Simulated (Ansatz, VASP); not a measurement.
**LiF: VASP beside Ansatz**

File POSCAR:

```
LiF
1.0
    0.0000000000      2.0140017468      2.0140017468
    2.0140017468      0.0000000000      2.0140017468
    2.0140017468      2.0140017468      0.0000000000
Li F
1 1
Direct
    0.0000000000      0.0000000000      0.0000000000
    0.5000000000      0.5000000000      0.5000000000
```

File INCAR.step1:

```
ALGO = Normal
EDIFF = 1E-5
ENCUT = 520
GGA = PE
ISIF = 2
ISMEAR = 0
LASPH = T
LCHARG = F
LREAL = F
LWAVE = T
NBANDS = 12
NELM = 80
PREC = Accurate
SIGMA = 0.05
```

The input INCAR.step2:

```
AEXX = 0.25
ALGO = Normal
EDIFF = 1E-6
ENCUT = 520
GGA = PE
HFSCREEN = 0.3
ISIF = 2
ISMEAR = 0
ISTART = 1
LASPH = T
LCHARG = F
LHFCALC = T
LREAL = F
LWAVE = F
NBANDS = 12
NELM = 80
PREC = Accurate
PRECFOCK = Normal
SIGMA = 0.05
```

Contents of KPOINTS:

```
k-points
0
Gamma
  6 6 6
```

Input for Ansatz:

```yaml
crystal:
  lattice:
    - [0.0, 2.0140017468, 2.0140017468]
    - [2.0140017468, 0.0, 2.0140017468]
    - [2.0140017468, 2.0140017468, 0.0]
  atoms:
    - { symbol: Li, position: [0.0, 0.0, 0.0] }
    - { symbol: F, position: [0.5, 0.5, 0.5] }
basis:
  ecutwfc: 420
  ecutrho_ratio: 4
kpoints:
  mp_grid: { grid: [6, 6, 6] }
hamiltonian:
  xc: { preset: hse06, exx: { coeff: 0.25, omega: 0.3 } }
scf:
  occupations: { method: gaussian, width: 0.05 }
  n_extra_bands: 9
output:
  forces: true
  stress: true
  eigenvalues: true
  populations: true
  dos: { projected: true, de: 0.02 }
  write_density: true
  write_potential: true
  elf: true
  volumetric_format: npy
```

Alike in both runs: task single point; functional PBE-based screened hybrid; k mesh 6 × 6 × 6; occupations gaussian, width 0.05 eV; no spin polarisation.

```csv
,VASP,Ansatz
version,VASP 6.6.1,Ansatz 0.2.0
potentials or method,"VASP PAW PBE potentials, release 64 (Li_sv, F), cutoff 520 eV","scalar-relativistic, plane waves, PAW"
valence electrons in the cell,10,10
```

```csv
,VASP,Ansatz,Ansatz less VASP
gap on the k mesh at the Fermi level (eV),11.10,11.11,+0.011
least direct gap on the mesh (eV),11.10,11.11,+0.011
```

VASP's potentials were made for PBE, not for PBE-based screened hybrid. The functional is the same, so the differences come from potentials, cutoffs and numerics. Ansatz's warnings: stress exchange threshold loose, stress scf threshold loose.

The k mesh is coarse, so the values compare programs but aren't converged. Noted on VASP's run: the cutoff is short for stress, so the pressure is rough.
